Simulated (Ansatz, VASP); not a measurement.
**GaAs: VASP beside Ansatz**

```
Ga As
1.0
     0.00000    2.82893    2.82893
     2.82893    0.00000    2.82893
     2.82893    2.82893    0.00000
Ga As
1 1
Direct
  0.00000 0.00000 0.00000
  0.25000 0.25000 0.25000
```

Alike in both runs: task single point; functional PBEsol; k mesh 10 × 10 × 10; occupations gaussian, width 0.02 eV; no spin polarisation.

|  | VASP | Ansatz |
| --- | --- | --- |
| version | VASP 6.6.1 | Ansatz 0.2.0 |
| potentials or method | VASP PAW PBE potentials, release 64 (Ga_d, As), cutoff 520 eV | scalar-relativistic, plane waves, PAW |
| valence electrons in the cell | 18 | 28 |

Ansatz gave:

| Quantity | Value |
| --- | --- |
| gap on the k mesh at the Fermi level (eV) | 0.43 |
| least direct gap on the mesh (eV) | 0.43 |
| pressure (GPa) | 0.0 |

**Question.** What did VASP give for the same quantities?

**Answer.** gap on the k mesh at the Fermi level (eV): 0.44; least direct gap on the mesh (eV): 0.44; pressure (GPa): 0.2.

VASP's potentials were made for PBE, not for PBEsol. VASP's potentials hold 18 valence electrons a cell and Ansatz's 28, so a difference there can come from the potentials and not from the codes.
